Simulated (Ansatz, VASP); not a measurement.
**Hf in VASP and in Ansatz**

INCAR

```
SYSTEM = Hf
PREC     = Accurate       ! precision mode
ENCUT    = 520            ! plane-wave cutoff, eV
EDIFF    = 1E-7           ! SCF threshold, eV
ISMEAR   = 0              ! smearing method
SIGMA    = 0.3            ! smearing width, eV
LREAL    = .False.        ! projectors in reciprocal space
LASPH    = .True.         ! aspherical terms in the spheres
NELM     = 80             ! most SCF steps
ALGO     = Normal         ! electronic algorithm
ISIF     = 2              ! what is computed and relaxed
LWAVE    = .False.        ! write WAVECAR
LCHARG   = .False.        ! write CHGCAR
GGA      = PE             ! functional
NBANDS   = 17             ! bands
```

File KPOINTS:

```
Automatic mesh
0
Gamma
  11 11 6
  0 0 0
```

POSCAR

```
Hf
1.0
    3.2045059552      0.0000000000      0.0000000000
   -1.6022529776      2.7751835638      0.0000000000
    0.0000000000      0.0000000000      5.0738215932
Hf
2
Direct
    0.3333333333      0.6666666667      0.2500000000
    0.6666666667      0.3333333333      0.7500000000
```

Input for Ansatz:

```yaml
crystal:
  lattice:
    - [3.2045059552, 0.0, 0.0]
    - [-1.6022529776, 2.7751835638, 0.0]
    - [0.0, 0.0, 5.0738215932]
  atoms:
    - { symbol: Hf, position: [0.3333333333, 0.6666666667, 0.25] }
    - { symbol: Hf, position: [0.6666666667, 0.3333333333, 0.75] }
hamiltonian:
  xc: pbe
  pseudopotentials:
    kind: paw
    azcp:
      Hf: "pseudopotentials/Hf.paw.azcp"
basis:
  ecutwfc: 420
  fft_grid_basis: typed
kpoints:
  mp_grid: { grid: [11, 11, 6], shift: [0, 0, 0] }
magnetization:
  spin_polarized: false
scf:
  occupations: { method: gaussian, width: 0.3 }
  lower_state_search: "off"
output:
  stress: true
```

Alike in both runs: task single point; functional PBE; k mesh 11 × 11 × 6; occupations gaussian, width 0.3 eV; no spin polarisation.

|  | VASP | Ansatz |
| --- | --- | --- |
| version | VASP 6.6.1 | Ansatz 0.2.0 |
| potentials or method | VASP PAW PBE potentials, release 64 (Hf_pv), cutoff 520 eV | plane waves (420 eV) with PAW, scalar-relativistic |
| valence electrons in the cell | 20 | 52 |

VASP gave:

- pressure (GPa): -0.5

Question: Which values does Ansatz return?

Answer: Pressure (GPa): 0.0.

With one functional, cell and mesh, what is left measures potentials, basis and numerics. VASP's potentials hold 20 valence electrons a cell and Ansatz's 52, so a difference there can come from the potentials and not from the codes.

Neither program's run includes spin-orbit coupling.
